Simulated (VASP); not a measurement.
# AgCl (Pmc2_1) in VASP: a series of runs

The runs below take AgCl through single point, with PBEsol.

Program: VASP 6.6.1. These are calculated values, not measurements. Logs are shortened: lines on timing, memory, paths and dates and some standing lists are left out, and cuts for length are marked.

### Step 1. The cell of the first run

The structure is orthorhombic, space group Pmc2_1 (No. 26). Conventional cell: a = 3.331 Å, b = 3.331 Å, c = 6.662 Å, α = 90.00°, β = 90.00°, γ = 90.00°. Within 3.6 Å of Ag (site symmetry m) lie 8 Cl at 2.52 to 3.38 Å and 6 Ag at 3.33 to 3.51 Å. Within 3.4 Å of Cl (site symmetry m) lie 8 Ag at 2.52 to 3.38 Å and 6 Cl at 3.33 to 3.35 Å.

### Step 2. Single point, PBEsol (atoms displaced along a vibrational mode)

Input file INCAR:

```
  PREC = Accurate
  ENCUT = 520
  EDIFF = 1E-7
  ISMEAR = 0
  SIGMA = 0.05
  LREAL = F
  LASPH = T
  NELM = 80
  ALGO = Normal
  ISIF = 2
  LWAVE = F
  LCHARG = T
  GGA = PS
  LELF = T
  LVHAR = T
  NBANDS = 26
```

Input file KPOINTS:

```
regular mesh
0
Gamma
  10 10 6
```

Input file POSCAR:

```
AgCl
1.0
    3.3311591989      0.0000000000      0.0000000000
    0.0000000000      3.3311591989      0.0000000000
    0.0000000000      0.0000000000      6.6623183978
Ag Cl
2 2
Direct
   -0.1675092563      0.0000000000      0.0000000000
    0.1675092563      0.0000000000      0.5000000000
    0.4404711729      0.5000000000      0.2500000000
    0.5595288271      0.5000000000      0.7500000000
```

Potentials or basis: VASP PAW PBE potentials, release 64 (Ag, Cl).

Launch:

```sh
cat potpaw_PBE.64/Ag/POTCAR potpaw_PBE.64/Cl/POTCAR > POTCAR
mpirun -np 1 vasp_std > vasp.out
```

OUTCAR:

```text
PREC = Accurate
   ENCUT = 520
   EDIFF = 1E-7
   ISMEAR = 0
   LREAL = F
   LASPH = T
   NELM = 80
   ISIF = 2
   GGA = PS

 ion  position               nearest neighbor table
   1  0.832  0.000  0.000-   4 2.52   4 2.52   3 2.69   3 2.69   3 3.11   3 3.11   2 3.51   2 3.51

   2  0.168  0.000  0.500-   3 2.52   3 2.52   4 2.69   4 2.69   4 3.11   4 3.11   1 3.51   1 3.51

   3  0.440  0.500  0.250-   2 2.52   2 2.52   1 2.69   1 2.69   1 3.11   1 3.11
   4  0.560  0.500  0.750-   1 2.52   1 2.52   2 2.69   2 2.69   2 3.11   2 3.11

  LATTYP: Found a simple tetragonal cell.
 ALAT       =     3.3311591989
 C/A-ratio  =     2.0000000000

  Lattice vectors:

 A1 = (   3.3311591989,   0.0000000000,   0.0000000000)
 A2 = (   0.0000000000,   3.3311591989,   0.0000000000)
 A3 = (   0.0000000000,   0.0000000000,   6.6623183978)

Analysis of symmetry for initial positions (statically):
=====================================================================
 Subroutine PRICEL returns:
 Original cell was already a primitive cell.

 Routine SETGRP: Setting up the symmetry group for a
 simple tetragonal supercell.

 Subroutine GETGRP returns: Found  4 space group operations
 (whereof  2 operations were pure point group operations)
 out of a pool of 16 trial point group operations.

The static configuration has the point symmetry C_1h.
 The point group associated with its full space group is C_2v.

Analysis of symmetry for dynamics (positions and initial velocities):
=====================================================================
 Subroutine PRICEL returns:
 Original cell was already a primitive cell.

 Routine SETGRP: Setting up the symmetry group for a
 simple tetragonal supercell.

 Subroutine GETGRP returns: Found  4 space group operations
 (whereof  2 operations were pure point group operations)
 out of a pool of 16 trial point group operations.

The dynamic configuration has the point symmetry C_1h.
 The point group associated with its full space group is C_2v.

 Subroutine INISYM returns: Found  4 space group operations
 (whereof  2 operations are pure point group operations),
 and found     1 'primitive' translations

----------------------------------------------------------------------------------------

                                     Primitive cell
[... 93 lines left out ...]
   ENCUT  =  520.0 eV  38.22 Ry    6.18 a.u.   6.19  6.19 12.39*2*pi/ulx,y,z
   NELM   =     80;   NELMIN=  2; NELMDL= -5     # of ELM steps
   EDIFF  = 0.1E-06   stopping-criterion for ELM
   LREAL  =      F    real-space projection
   EDIFFG = 0.1E-05   stopping-criterion for IOM
   NSW    =      0    number of steps for IOM
   IBRION =     -1    ionic relax: 0-MD 1-quasi-New 2-CG
   NFREE  =      0    steps in history (QN), initial steepest desc. (CG)
   ISIF   =      2    stress and relaxation
   ISYM   =      2    0-nonsym 1-usesym 2-fastsym
   POTIM  = 0.5000    time-step for ionic-motion
   TEBEG  =    0.0;   TEEND  =   0.0 temperature during run
   PSTRESS=    0.0 pullay stress
   NELECT =      36.0000    total number of electrons
   NUPDOWN=      -1.0000    fix difference up-down
   EMIN   =  10.00;   EMAX   =-10.00  energy-range for DOS
   EFERMI =   0.00;   METHOD = LEGACY
   ISMEAR =     0;   SIGMA  =   0.05  broadening in eV -4-tet -1-fermi 0-gaus
   EFERMI_NEDOS =   21; number of points for ismear=-14 and -15
   IALGO  =     38    algorithm
   IMIX   =      4    mixing-type and parameters
     AMIX     =   0.40;   BMIX     =  1.00
     AMIX_MAG =   1.60;   BMIX_MAG =  1.00
  volume/ion in A,a.u.               =      18.48       124.72
  Fermi-wavevector in a.u.,A,eV,Ry     =   1.287964  2.433898 22.570030  1.658850
  Thomas-Fermi vector in A             =   2.419946
   LORBIT       =      0    0 simple, 1 ext, 2 COOP (PROOUT), +10 PAW based schemes
   GGA     = PS    functional components
   LHFCALC =     F    Hartree Fock is set to
   AEXX    =    0.0000 exact exchange contribution
   IVDW    =     0    specifies the selected vdW correction
   LEPSILON=     F    determine dielectric tensor
   LRPA    =     F    only Hartree local field effects (RPA)
 non-spin polarized calculation
 Gauss-broadening in eV      SIGMA  =   0.05
  energy-cutoff  :      520.00
  volume of cell :       73.93
 maximum number of plane-waves:      2041
 NGX is ok and might be reduce to    28
   NGX = 13   NGY = 13   NGZ = 25

 number of electron      35.9999996 magnetization

 Free energy of the ion-electron system (eV)
  ---------------------------------------------------
  ext. energy  EPLUGINS =         0.00000000
  ---------------------------------------------------
  free energy    TOTEN  =       -11.45966331 eV

  energy without entropy =      -11.45950586  energy(sigma->0) =      -11.45958459

 E-fermi :   5.7786     XC(G=0): -11.0334

 val. band max:        5.7710583559   @ k =   0.0000   0.0000   0.0000
 cond. band min:       6.1307784811   @ k =   0.0000   0.0000   0.1667
 fundamental gap:      0.3597201252
 Fermi energy:         5.7786478344

 k-point     1 :       0.0000    0.0000    0.0000
  band No.  band energies     occupation
      1     -10.3953      2.00000
      2      -9.7924      2.00000
      3      -1.1248      2.00000
      4       1.0578      2.00000
      5       1.2235      2.00000
      6       1.4549      2.00000
[... 685 lines left out ...]
     25      15.6045      0.00000
     26      15.9717      0.00000

 [... further k-points ...]

------------------------ aborting loop because EDIFF is reached ----------------------------------------

  FORCE on cell =-STRESS in cart. coord.  units (eV):
  Direction    XX          YY          ZZ          XY          YZ          ZX
  --------------------------------------------------------------------------------------
  -------------------------------------------------------------------------------------
  Total        1.0122927      3.2779499      3.1822302      0.0000000      0.0000000      0.0000000
  in kB       21.9381759     71.0389818     68.9645667      0.0000000      0.0000000      0.0000000
  external PRESSURE =      53.9805748 kB  Pullay stress =       0.0000000 kB

 VOLUME and BASIS-vectors are now :
 -----------------------------------------------------------------------------
  energy-cutoff  :      520.00
  volume of cell :       73.93
      direct lattice vectors                 reciprocal lattice vectors
     3.331159199  0.000000000  0.000000000     0.300195800  0.000000000  0.000000000
     0.000000000  3.331159199  0.000000000     0.000000000  0.300195800  0.000000000
     0.000000000  0.000000000  6.662318398     0.000000000  0.000000000  0.150097900

 POSITION                                       TOTAL-FORCE (eV/Angst)
 -----------------------------------------------------------------------------------
      2.77316      0.00000      0.00000         0.427210      0.000000      0.448558
      0.55800      0.00000      3.33116        -0.427210      0.000000      0.448558
      1.46728      1.66558      1.66558        -0.049209      0.000000     -0.448558
      1.86388      1.66558      4.99674         0.049209      0.000000     -0.448558
 -----------------------------------------------------------------------------------
    total drift:                                0.000000     -0.000000     -0.000094

  FREE ENERGIE OF THE ION-ELECTRON SYSTEM (eV)
  ---------------------------------------------------
  free  energy   TOTEN  =       -11.4596633110 eV

  energy  without entropy=      -11.4595058640  energy(sigma->0) =      -11.45958459
```

OSZICAR:

```text
N       E                     dE             d eps       ncg     rms          rms(c)
DAV:   1     0.237101447894E+03    0.23710E+03   -0.17428E+04  7488   0.129E+03
DAV:   2     0.837495549026E+00   -0.23626E+03   -0.22456E+03  8366   0.290E+02
DAV:   3    -0.118929289545E+02   -0.12730E+02   -0.12642E+02  8954   0.684E+01
DAV:   4    -0.120175052102E+02   -0.12458E+00   -0.12449E+00  8694   0.743E+00
DAV:   5    -0.120190438049E+02   -0.15386E-02   -0.15384E-02  9004   0.842E-01    0.127E+01
DAV:   6    -0.114734848163E+02    0.54556E+00   -0.12385E+00  8914   0.125E+01    0.863E+00
DAV:   7    -0.114691852672E+02    0.42995E-02   -0.44151E-01  7942   0.367E+00    0.282E+00
DAV:   8    -0.114601261261E+02    0.90591E-02   -0.22402E-02  8076   0.135E+00    0.644E-01
DAV:   9    -0.114596439506E+02    0.48218E-03   -0.61592E-03  8862   0.618E-01    0.855E-02
DAV:  10    -0.114596517398E+02   -0.77892E-05   -0.12986E-04  8408   0.995E-02    0.444E-02
DAV:  11    -0.114596607025E+02   -0.89627E-05   -0.12585E-05  8814   0.267E-02    0.173E-02
DAV:  12    -0.114596635484E+02   -0.28459E-05   -0.26906E-06  8148   0.118E-02    0.429E-03
DAV:  13    -0.114596633538E+02    0.19454E-06   -0.54094E-07  8088   0.745E-03    0.186E-03
DAV:  14    -0.114596633110E+02    0.42856E-07   -0.85666E-08  4190   0.257E-03
   1 F= -.11459663E+02 E0= -.11459585E+02  d E =-.157447E-03
```

It took 2.1 min on 1 thread of AMD EPYC 9R45 (Zen 5), shared host; peak memory 0.33 GiB.

What came out:

* Free energy: -11.4597 eV
* Pressure: 5.4 GPa
* Largest force: 0.619 eV/Å

Forces in eV/Å, atoms in the order of the input:
```
Ag   0.427  0.000  0.449
Ag  -0.427  0.000  0.449
Cl  -0.049  0.000 -0.449
Cl   0.049  0.000 -0.449
```

Stress tensor (GPa, compression positive):
```
2.19 0.00 0.00
0.00 7.10 0.00
0.00 0.00 6.90
```

Levels at points of the mesh, in eV from the Fermi level:
```csv
k point,band 16,band 17,band 18,band 19,band 20,band 21
"(0.00, 0.00, 0.00)",-1.61,-1.36,-0.28,-0.01,4.33,5.14
"(0.50, 0.00, 0.00)",-1.10,-0.93,-0.77,2.13,4.09,4.86
"(0.00, 0.50, 0.00)",-1.63,-1.60,-0.03,1.50,4.31,5.11
"(0.50, 0.50, 0.00)",-1.19,-1.09,-0.18,2.01,3.63,4.02
"(0.00, 0.00, 0.50)",-1.62,-1.07,-1.07,1.93,1.93,7.87
"(0.50, 0.00, 0.50)",-2.28,-0.92,-0.92,3.15,3.15,6.08
"(0.00, 0.50, 0.50)",-2.33,-1.16,-1.16,3.39,3.39,6.70
"(0.50, 0.50, 0.50)",-2.07,-1.17,-1.17,2.44,2.44,5.79
```

Caveat: the cell differs from its parent crystal (atoms displaced along a vibrational mode); the cell stands under pressure; the PAW data sets were made with another functional, which shifts forces and pressure a little.

### Step 3. Single point, PBEsol (atoms displaced along a vibrational mode)

Input file INCAR:

```
ALGO = Normal
EDIFF = 1E-7
ENCUT = 520
GGA = PS
ISIF = 2
ISMEAR = 0
LASPH = True
LCHARG = False
LREAL = False
LWAVE = False
NBANDS = 26
NELM = 60
PREC = Accurate
SIGMA = 0.05
```

Input file KPOINTS:

```
k-points
0
Gamma
  10 10 6
```

Input file POSCAR:

```
AgCl
1.0
    3.3311591989      0.0000000000      0.0000000000
    0.0000000000      3.3311591989      0.0000000000
    0.0000000000      0.0000000000      6.6623183978
Ag Cl
2 2
Direct
   -0.0558364188      0.0000000000      0.0000000000
    0.0558364188      0.0000000000      0.5000000000
    0.3213834991      0.5000000000      0.2500000000
    0.6786165009      0.5000000000      0.7500000000
```

Potentials or basis: VASP PAW PBE potentials, release 64 (Ag, Cl).

Launch:

```sh
cat potpaw_PBE.64/Ag/POTCAR potpaw_PBE.64/Cl/POTCAR > POTCAR
mpirun -np 1 vasp_std > vasp.out
```

Run time: 2.4 min. Hardware: 1 thread of AMD EPYC 9R45 (Zen 5), shared host; peak memory 0.32 GiB.

The run converged. Its results:

| Quantity | Value |
| --- | --- |
| Free energy | -11.6639 eV |
| Pressure | 5.6 GPa |
| Largest force | 0.531 eV/Å |
| Band gap on the k mesh | 0.57 eV (least direct gap 0.58 eV) |

Forces in eV/Å, atoms in the order of the input:
```
Ag   0.188  0.000  0.454
Ag  -0.188  0.000  0.454
Cl   0.274  0.000 -0.454
Cl  -0.274  0.000 -0.454
```

Stress tensor (GPa, compression positive):
```
4.08 0.00 0.00
0.00 7.74 0.00
0.00 0.00 4.98
```

Levels at points of the mesh, in eV from the valence-band top:
```csv
k point,band 15,band 16,band 17,band 18,band 19,band 20,band 21,band 22
"(0.00, 0.00, 0.00)",-2.47,-1.80,-1.48,-0.01,0.57,3.90,5.86,7.25
"(0.50, 0.00, 0.00)",-2.06,-1.95,-1.33,-0.07,4.12,4.32,4.87,5.59
"(0.00, 0.50, 0.00)",-2.19,-1.87,-0.63,0.00,1.71,4.40,5.69,8.28
"(0.50, 0.50, 0.00)",-2.35,-1.18,-0.79,-0.24,2.98,3.28,3.99,5.50
"(0.00, 0.00, 0.50)",-1.64,-1.64,-1.04,-1.04,2.49,2.49,6.95,6.95
"(0.50, 0.00, 0.50)",-2.02,-2.02,-0.85,-0.85,2.94,2.94,6.53,6.53
"(0.00, 0.50, 0.50)",-2.26,-2.26,-0.80,-0.80,3.30,3.30,6.75,6.75
"(0.50, 0.50, 0.50)",-1.99,-1.99,-0.55,-0.55,2.35,2.35,6.04,6.04
```

Caveat: the cell differs from its parent crystal (atoms displaced along a vibrational mode); the cell stands under pressure; the PAW data sets were made with another functional, which shifts forces and pressure a little. A k mesh can miss the band edges.

### Step 4. Single point, PBEsol (atoms displaced along a vibrational mode)

Input file INCAR:

```
PREC = Accurate ; ENCUT = 520
EDIFF = 1E-6 ; ISMEAR = 0
SIGMA = 0.05 ; LREAL = F
LASPH = T ; NELM = 100
ALGO = Normal ; ISIF = 2
LWAVE = F ; LCHARG = T
GGA = PS ; LELF = T
LVHAR = T ; NBANDS = 26
```

Input file KPOINTS:

```
Automatic mesh
0
Gamma
  10 10 6
```

POSCAR, as its differences from that of step 3:

```diff
@@ -8,4 +8,4 @@
 Direct
-   -0.0558364188      0.0000000000      0.0000000000
-    0.0558364188      0.0000000000      0.5000000000
+   -0.1675092563      0.0000000000      0.0000000000
+    0.1675092563      0.0000000000      0.5000000000
     0.3213834991      0.5000000000      0.2500000000
```

Potentials or basis: VASP PAW PBE potentials, release 64 (Ag, Cl).

Launch:

```sh
cat potpaw_PBE.64/Ag/POTCAR potpaw_PBE.64/Cl/POTCAR > POTCAR
mpirun -np 1 vasp_std > vasp.out
```

OUTCAR:

```text
PREC = Accurate
   ENCUT = 520
   EDIFF = 1E-6
   ISMEAR = 0
   LREAL = F
   LASPH = T
   NELM = 100
   ISIF = 2
   GGA = PS

 ion  position               nearest neighbor table
   1  0.832  0.000  0.000-   4 2.41   4 2.41   3 2.86   3 2.86   3 2.91   3 2.91   2 3.51   2 3.51

   2  0.168  0.000  0.500-   3 2.41   3 2.41   4 2.86   4 2.86   4 2.91   4 2.91   1 3.51   1 3.51

   3  0.321  0.500  0.250-   2 2.41   2 2.41   1 2.86   1 2.86   1 2.91   1 2.91
   4  0.679  0.500  0.750-   1 2.41   1 2.41   2 2.86   2 2.86   2 2.91   2 2.91

  LATTYP: Found a simple tetragonal cell.
 ALAT       =     3.3311591989
 C/A-ratio  =     2.0000000000

  Lattice vectors:

 A1 = (   3.3311591989,   0.0000000000,   0.0000000000)
 A2 = (   0.0000000000,   3.3311591989,   0.0000000000)
 A3 = (   0.0000000000,   0.0000000000,   6.6623183978)

Analysis of symmetry for initial positions (statically):
=====================================================================
 Subroutine PRICEL returns:
 Original cell was already a primitive cell.

[... 175 lines left out ...]

 E-fermi :   5.9729     XC(G=0): -11.0004

 val. band max:        5.8049446558   @ k =   0.0000   0.0000   0.0000
 cond. band min:       6.1404814999   @ k =   0.0000   0.0000   0.0000
 fundamental gap:      0.3355368442
 Fermi energy:         5.9728735242

 k-point     1 :       0.0000    0.0000    0.0000
  band No.  band energies     occupation
      1     -10.5124      2.00000
      2      -9.9639      2.00000
      3      -1.1898      2.00000
      4       0.6236      2.00000
      5       0.9914      2.00000
      6       1.4840      2.00000
[... 685 lines left out ...]
     25      15.1855      0.00000
     26      15.8464      0.00000

 [... further k-points ...]

------------------------ aborting loop because EDIFF is reached ----------------------------------------

  FORCE on cell =-STRESS in cart. coord.  units (eV):
  Direction    XX          YY          ZZ          XY          YZ          ZX
  --------------------------------------------------------------------------------------
  -------------------------------------------------------------------------------------
  Total        1.3984650      5.4859691      4.2447100      0.0000000      0.0000000      0.0000000
  in kB       30.3072151    118.8906700     91.9903859      0.0000000      0.0000000      0.0000000
  external PRESSURE =      80.3960904 kB  Pullay stress =       0.0000000 kB

 VOLUME and BASIS-vectors are now :
 -----------------------------------------------------------------------------
  energy-cutoff  :      520.00
  volume of cell :       73.93
      direct lattice vectors                 reciprocal lattice vectors
     3.331159199  0.000000000  0.000000000     0.300195800  0.000000000  0.000000000
     0.000000000  3.331159199  0.000000000     0.000000000  0.300195800  0.000000000
     0.000000000  0.000000000  6.662318398     0.000000000  0.000000000  0.150097900

 POSITION                                       TOTAL-FORCE (eV/Angst)
 -----------------------------------------------------------------------------------
      2.77316      0.00000      0.00000         0.399874      0.000000      1.257005
      0.55800      0.00000      3.33116        -0.399874      0.000000      1.257005
      1.07058      1.66558      1.66558         0.194344      0.000000     -1.257005
      2.26058      1.66558      4.99674        -0.194344      0.000000     -1.257005
 -----------------------------------------------------------------------------------
    total drift:                                0.000000      0.000000     -0.000550

  FREE ENERGIE OF THE ION-ELECTRON SYSTEM (eV)
  ---------------------------------------------------
  free  energy   TOTEN  =       -11.4246500761 eV

  energy  without entropy=      -11.4246500749  energy(sigma->0) =      -11.42465008
```

Wall time 2.2 min (1 thread of AMD EPYC 9R45 (Zen 5), shared host); peak memory 0.33 GiB.

Results:

* Free energy: -11.4247 eV
* Pressure: 8.0 GPa
* Largest force: 1.319 eV/Å
* Band gap on the k mesh: 0.34 eV

Forces in eV/Å, atoms in the order of the input:
```
Ag   0.400  0.000  1.257
Ag  -0.400  0.000  1.257
Cl   0.194  0.000 -1.257
Cl  -0.194  0.000 -1.257
```

Levels at points of the mesh, in eV from the valence-band top:
```csv
k point,band 16,band 17,band 18,band 19,band 20,band 21
"(0.00, 0.00, 0.00)",-2.01,-1.10,0.00,0.34,4.10,5.72
"(0.50, 0.00, 0.00)",-1.57,-1.01,-0.45,3.73,4.34,4.71
"(0.00, 0.50, 0.00)",-1.48,-1.10,-0.25,1.42,4.47,5.46
"(0.50, 0.50, 0.00)",-1.45,-0.62,-0.58,2.89,3.27,4.00
"(0.00, 0.00, 0.50)",-1.64,-0.97,-0.97,2.33,2.33,7.35
"(0.50, 0.00, 0.50)",-2.07,-0.77,-0.77,2.84,2.84,6.28
"(0.00, 0.50, 0.50)",-1.94,-1.16,-1.16,3.32,3.32,6.94
"(0.50, 0.50, 0.50)",-2.21,-0.85,-0.85,2.31,2.31,6.26
```

Caveat: the cell differs from its parent crystal (atoms displaced along a vibrational mode); the cell stands under pressure; the PAW data sets were made with another functional, which shifts forces and pressure a little. A k mesh can miss the band edges.

### Step 5. Overview

| cell | gap on the mesh (eV) | pressure (GPa) | largest force (eV/Å) |
| --- | --- | --- | --- |
| as given, atomic positions A | - | 5.4 | 0.62 |
| as given, atomic positions B | 0.57 | 5.6 | 0.53 |
| as given, atomic positions C | 0.34 | 8.0 | 1.32 |

Alike in all rows: task single point; level PBEsol; potentials or basis VASP PAW PBE potentials, release 64 (Ag, Cl); no spin polarisation; k mesh 10 × 10 × 6; cutoff (eV) 520; smearing gaussian 0.05 eV.

Caveats: the cell stands under pressure; the PAW data sets were made with another functional, which shifts forces and pressure a little.

Absolute energies hang on the potentials; compare differences alone.
